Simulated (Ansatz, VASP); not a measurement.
Si11Au3 in VASP and in Ansatz

```
Si Au
1.0
     6.35149    3.69148    0.00000
     6.35149   -3.69148    0.00000
     3.11677    0.00000   -5.66002
Si Au
11 3
Direct
  0.74084 0.24264 0.48540
  0.24264 0.74084 0.48540
  0.50671 0.89720 0.23313
  0.89720 0.50671 0.23313
  0.18253 0.18253 0.11940
  0.64947 0.12839 0.24908
  0.12839 0.64947 0.24908
  0.42617 0.03649 0.68888
  0.03649 0.42617 0.68888
  0.48184 0.48184 0.01600
  0.92594 0.92594 0.73525
  0.70281 0.70281 0.90041
  0.38729 0.38729 0.75757
  0.03569 0.03569 0.95878
```

Alike in both runs: functional PBE; k mesh 3 × 3 × 4; no spin polarisation.

Ansatz relaxed the structure, and its values are those at the end. VASP's run is a single point on that final structure, the one shown.

|  | VASP | Ansatz |
| --- | --- | --- |
| version | VASP 6.6.1 | Ansatz 0.2.0 |
| potentials or method | VASP PAW PBE potentials, release 64 (Si, Au), cutoff 520 eV | PAW plane waves |
| occupations | fermi-dirac, width 0.1 eV | fermi-dirac |
| valence electrons in the cell | 77 | 101 |

|  | VASP | Ansatz | Ansatz less VASP |
| --- | --- | --- | --- |
| pressure (GPa) | -1.1 | -1.0 | +0.11 |
| rms of the force components (eV/Å) | 0.003 | 0.002 | -0.0011 |

VASP's potentials hold 77 valence electrons a cell and Ansatz's 101, so a difference there can come from the potentials and not from the codes. Ansatz's warnings: stress scf threshold loose.

Neither program's run includes spin-orbit coupling.
